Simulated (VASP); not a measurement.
# Te (R-3m) in VASP: a series of runs, part 3 of 3

VASP 6.6.1. Earlier steps stand in the parts before.

### Step 7. Single point, PBEsol (31.18 Å³/atom)

This run uses another cell than the first one, of 31.18 Å³/atom.

The input, INCAR:

```
SYSTEM = Te
PREC     = Accurate       ! precision mode
ENCUT    = 520            ! plane-wave cutoff, eV
EDIFF    = 1E-7           ! SCF threshold, eV
ISMEAR   = 0              ! smearing method
SIGMA    = 0.15           ! smearing width, eV
LREAL    = .FALSE.        ! projectors in reciprocal space
LASPH    = .TRUE.         ! aspherical terms in the spheres
NELM     = 80             ! most SCF steps
ALGO     = Normal         ! electronic algorithm
ISIF     = 2              ! what is computed and relaxed
LWAVE    = .FALSE.        ! write WAVECAR
LCHARG   = .FALSE.        ! write CHGCAR
GGA      = PS             ! functional
NBANDS   = 9              ! bands
```

The input, KPOINTS:

```
regular mesh
0
G
  15 15 15
  0 0 0
```

The input, POSCAR:

```
Te
1.0
    2.1912490941      1.2651182544      1.8743944751
   -2.1912490941      1.2651182544      1.8743944751
    0.0000000000     -2.5302365087      1.8743944752
Te
1
Direct
    0.5000000000      0.5000000000      0.5000000000
```

Potentials or basis: VASP PAW PBE potentials, release 64 (Te).

Launch:

```console
cat potpaw_PBE.64/Te/POTCAR > POTCAR
mpirun -np 1 vasp_std > vasp.out
```

OUTCAR:

```text
SYSTEM = Te
   PREC = Accurate
   ENCUT = 520
   EDIFF = 1E-7
   ISMEAR = 0
   LREAL = .FALSE.
   LASPH = .TRUE.
   NELM = 80
   ISIF = 2
   GGA = PS

 ion  position               nearest neighbor table
   1  0.500  0.500  0.500-

  LATTYP: Found a trigonal (rhomboedric) cell.
 ALAT       =     3.1488809819
 COS(alpha) =     0.0314969273

  Lattice vectors:

 A1 = (   2.1912490941,   1.2651182544,   1.8743944751)
 A2 = (  -2.1912490941,   1.2651182544,   1.8743944751)
 A3 = (   0.0000000000,  -2.5302365087,   1.8743944752)

Analysis of symmetry for initial positions (statically):
=====================================================================
 Subroutine PRICEL returns:
 Original cell was already a primitive cell.

 Routine SETGRP: Setting up the symmetry group for a
 trigonal (rhombohedral) supercell.

 Subroutine GETGRP returns: Found 12 space group operations
 (whereof 12 operations were pure point group operations)
 out of a pool of 12 trial point group operations.

The static configuration has the point symmetry D_3d.

Analysis of symmetry for dynamics (positions and initial velocities):
=====================================================================
 Subroutine PRICEL returns:
 Original cell was already a primitive cell.

 Routine SETGRP: Setting up the symmetry group for a
 trigonal (rhombohedral) supercell.

 Subroutine GETGRP returns: Found 12 space group operations
 (whereof 12 operations were pure point group operations)
 out of a pool of 12 trial point group operations.

The dynamic configuration has the point symmetry D_3d.

 Subroutine INISYM returns: Found 12 space group operations
 (whereof 12 operations are pure point group operations),
 and found     1 'primitive' translations

----------------------------------------------------------------------------------------

                                     Primitive cell

  volume of cell :      31.1771

  direct lattice vectors                    reciprocal lattice vectors
     2.191249094  1.265118254  1.874394475     0.228180357  0.131739990  0.177835209
    -2.191249094  1.265118254  1.874394475    -0.228180357  0.131739990  0.177835209
     0.000000000 -2.530236509  1.874394475     0.000000000 -0.263479981  0.177835209

  length of vectors
     3.148880982  3.148880982  3.148880982     0.317879005  0.317879005  0.317879005

  position of ions in fractional coordinates (direct lattice)
     0.500000000  0.500000000  0.500000000

  ion indices of the primitive-cell ions
   primitive index   ion index
                 1           1

----------------------------------------------------------------------------------------

 KPOINTS: regular mesh

Automatic generation of k-mesh.
 Grid dimensions read from file:
 generate k-points for:   15   15   15

 Generating k-lattice:

  Cartesian coordinates                     Fractional coordinates (reciprocal lattice)
     0.015212024  0.008782666  0.011855681     0.066666667  0.000000000  0.000000000
    -0.015212024  0.008782666  0.011855681     0.000000000  0.066666667  0.000000000
     0.000000000 -0.017565332  0.011855681     0.000000000  0.000000000  0.066666667

  Length of vectors
     0.021191934  0.021191934  0.021191934

  Shift w.r.t. Gamma in fractional coordinates (k-lattice)
     0.000000000  0.000000000  0.000000000

 Subroutine IBZKPT returns following result:
 ===========================================

 Found    344 irreducible k-points:

 Following reciprocal coordinates:
            Coordinates               Weight
  0.000000  0.000000  0.000000      1.000000
  0.066667 -0.000000 -0.000000      6.000000
  0.133333 -0.000000  0.000000      6.000000
  0.200000 -0.000000  0.000000      6.000000
  0.266667 -0.000000  0.000000      6.000000
  0.333333 -0.000000 -0.000000      6.000000
[... 16 lines left out ...]
  0.133333  0.133333  0.000000      6.000000
  0.200000  0.133333  0.000000     12.000000
 [... further k-points ...]
   k-points           NKPTS =    344   k-points in BZ     NKDIM =    344   number of bands    NBANDS=      9
   number of dos      NEDOS =    301   number of ions     NIONS =      1
   total plane-waves  NPLWV =  13824
   dimension x,y,z NGX =    24 NGY =   24 NGZ =   24
   dimension x,y,z NGXF=    48 NGYF=   48 NGZF=   48
   ions per type =               1
   NGX,Y,Z   is equivalent  to a cutoff of  12.67, 12.67, 12.67 a.u.
   NGXF,Y,Z  is equivalent  to a cutoff of  25.34, 25.34, 25.34 a.u.
 SYSTEM =  Te
   PREC   = accura    normal or accurate (medium, high low for compatibility)
   ISTART =      0    job   : 0-new  1-cont  2-samecut
   ICHARG =      2    charge: 1-file 2-atom 10-const
   ISPIN  =      1    spin polarized calculation?
   LNONCOLLINEAR =      F non collinear calculations
   LSORBIT =      F    spin-orbit coupling
   LASPH  =      T    aspherical Exc in radial PAW
   ENCUT  =  520.0 eV  38.22 Ry    6.18 a.u.   5.85  5.85  5.85*2*pi/ulx,y,z
   NELM   =     80;   NELMIN=  2; NELMDL= -5     # of ELM steps
   EDIFF  = 0.1E-06   stopping-criterion for ELM
   LREAL  =      F    real-space projection
   EDIFFG = 0.1E-05   stopping-criterion for IOM
   NSW    =      0    number of steps for IOM
   IBRION =     -1    ionic relax: 0-MD 1-quasi-New 2-CG
   NFREE  =      0    steps in history (QN), initial steepest desc. (CG)
   ISIF   =      2    stress and relaxation
   ISYM   =      2    0-nonsym 1-usesym 2-fastsym
   POTIM  = 0.5000    time-step for ionic-motion
   TEBEG  =    0.0;   TEEND  =   0.0 temperature during run
   PSTRESS=    0.0 pullay stress
   NELECT =       6.0000    total number of electrons
   NUPDOWN=      -1.0000    fix difference up-down
   EMIN   =  10.00;   EMAX   =-10.00  energy-range for DOS
   EFERMI =   0.00;   METHOD = LEGACY
   ISMEAR =     0;   SIGMA  =   0.15  broadening in eV -4-tet -1-fermi 0-gaus
   EFERMI_NEDOS =   21; number of points for ismear=-14 and -15
   IALGO  =     38    algorithm
   IMIX   =      4    mixing-type and parameters
     AMIX     =   0.40;   BMIX     =  1.00
     AMIX_MAG =   1.60;   BMIX_MAG =  1.00
  volume/ion in A,a.u.               =      31.18       210.39
  Fermi-wavevector in a.u.,A,eV,Ry     =   0.945178  1.786127 12.154917  0.893361
  Thomas-Fermi vector in A             =   2.073054
   LORBIT       =      0    0 simple, 1 ext, 2 COOP (PROOUT), +10 PAW based schemes
   GGA     = PS    functional components
   LHFCALC =     F    Hartree Fock is set to
   AEXX    =    0.0000 exact exchange contribution
   IVDW    =     0    specifies the selected vdW correction
   LEPSILON=     F    determine dielectric tensor
   LRPA    =     F    only Hartree local field effects (RPA)
 non-spin polarized calculation
 Gauss-broadening in eV      SIGMA  =   0.15
  energy-cutoff  :      520.00
  volume of cell :       31.18
 maximum number of plane-waves:       868
   NGX = 11   NGY = 11   NGZ = 11

 number of electron       5.9999998 magnetization

 Free energy of the ion-electron system (eV)
  ---------------------------------------------------
  ext. energy  EPLUGINS =         0.00000000
  ---------------------------------------------------
  free energy    TOTEN  =        -3.51356246 eV

  energy without entropy =       -3.50857797  energy(sigma->0) =       -3.51107022

 E-fermi :   6.9116     XC(G=0):  -9.6370

 val. band max:        6.9028031062   @ k =   0.1333   0.1333   0.1333
 cond. band min:       6.9139427142   @ k =  -0.2667   0.4000   0.2000
 fundamental gap:      0.0111396080
 Fermi energy:         6.9116331269

 k-point     1 :       0.0000    0.0000    0.0000
  band No.  band energies     occupation
      1      -7.0592      2.00000
      2       8.1115      0.00000
      3       8.1115      0.00000
      4       8.3187      0.00000
      5      12.9325      0.00000
      6      12.9325      0.00000
      7      13.4523      0.00000
      8      24.5548      0.00000
      9      24.6343      0.00000
[... 265 lines left out ...]
 k-point    24 :       0.2000    0.1333    0.0000
  band No.  band energies     occupation
      1      -6.3671      2.00000
      2       4.9445      2.00000
      3       6.7014      1.95250
      4       8.7867      0.00000
      5      13.7694      0.00000
      6      15.6440      0.00000
      7      17.0224      0.00000
      8      18.5928      0.00000
      9      20.9854      0.00000

 [... further k-points ...]

------------------------ aborting loop because EDIFF is reached ----------------------------------------

  FORCE on cell =-STRESS in cart. coord.  units (eV):
  Direction    XX          YY          ZZ          XY          YZ          ZX
  --------------------------------------------------------------------------------------
  -------------------------------------------------------------------------------------
  Total        0.0087731      0.0087731     -0.0146231      0.0000000     -0.0000000      0.0000000
  in kB        0.4508482      0.4508482     -0.7514739      0.0000000     -0.0000000      0.0000000
  external PRESSURE =       0.0500742 kB  Pullay stress =       0.0000000 kB

 VOLUME and BASIS-vectors are now :
 -----------------------------------------------------------------------------
  energy-cutoff  :      520.00
  volume of cell :       31.18
      direct lattice vectors                 reciprocal lattice vectors
     2.191249094  1.265118254  1.874394475     0.228180357  0.131739990  0.177835209
    -2.191249094  1.265118254  1.874394475    -0.228180357  0.131739990  0.177835209
     0.000000000 -2.530236509  1.874394475     0.000000000 -0.263479981  0.177835209

 POSITION                                       TOTAL-FORCE (eV/Angst)
 -----------------------------------------------------------------------------------
      0.00000      0.00000      2.81159         0.000000     -0.000000      0.000000
 -----------------------------------------------------------------------------------
    total drift:                                0.000000      0.000000     -0.000000

  FREE ENERGIE OF THE ION-ELECTRON SYSTEM (eV)
  ---------------------------------------------------
  free  energy   TOTEN  =        -3.5135624586 eV

  energy  without entropy=       -3.5085779742  energy(sigma->0) =       -3.51107022
```

It took 30 s on 1 thread of AMD EPYC 9R45 (Zen 5), shared host; peak memory 0.18 GiB.

What came out:

| Item | Value |
| --- | --- |
| Free energy | -3.5136 eV |
| Pressure | 0.0 GPa |
| Band gap on the k mesh | zero (bands 3 and 4 overlap by 5.57 eV) |

Stress tensor (GPa, compression positive):
```
 0.05  0.00  0.00
 0.00  0.05  0.00
 0.00  0.00 -0.08
```

Levels at points of the mesh, in eV from the Fermi level:
```tsv
k point	band 1	band 2	band 3	band 4	band 5	band 6
(0.00, 0.00, 0.00)	-13.97	1.20	1.20	1.41	6.02	6.02
```

Caveat: the PAW data sets were made with another functional, which shifts forces and pressure a little; spin-orbit coupling is left out, which moves the levels of the heavy elements.

### Step 8. Overview

```csv
cell,gap on the mesh (eV),pressure (GPa)
"a = 3.121 Å, angles 88.2°, 1 atom",none,1.7
"a = 3.122 Å, angles 92.3°, 1 atom",none,1.6
"a = 3.119 Å, angles 89.2°, 1 atom",none,1.8
"a = 3.120 Å, angles 91.3°, 1 atom",none,1.8
"a = 3.150 Å, angles 92.3°, 1 atom",none,-0.1
"a = 3.149 Å, angles 88.2°, 1 atom",none,0.0
```

Alike in all rows: task single point; level PBEsol; potentials or basis VASP PAW PBE potentials, release 64 (Te); no spin polarisation; k mesh 15 × 15 × 15; cutoff (eV) 520; smearing gaussian 0.15 eV.

Caveats: the PAW data sets were made with another functional, which shifts forces and pressure a little; spin-orbit coupling is left out, which moves the levels of the heavy elements.

Total energies depend on the potentials used, so only differences within one code and one set of settings carry meaning.
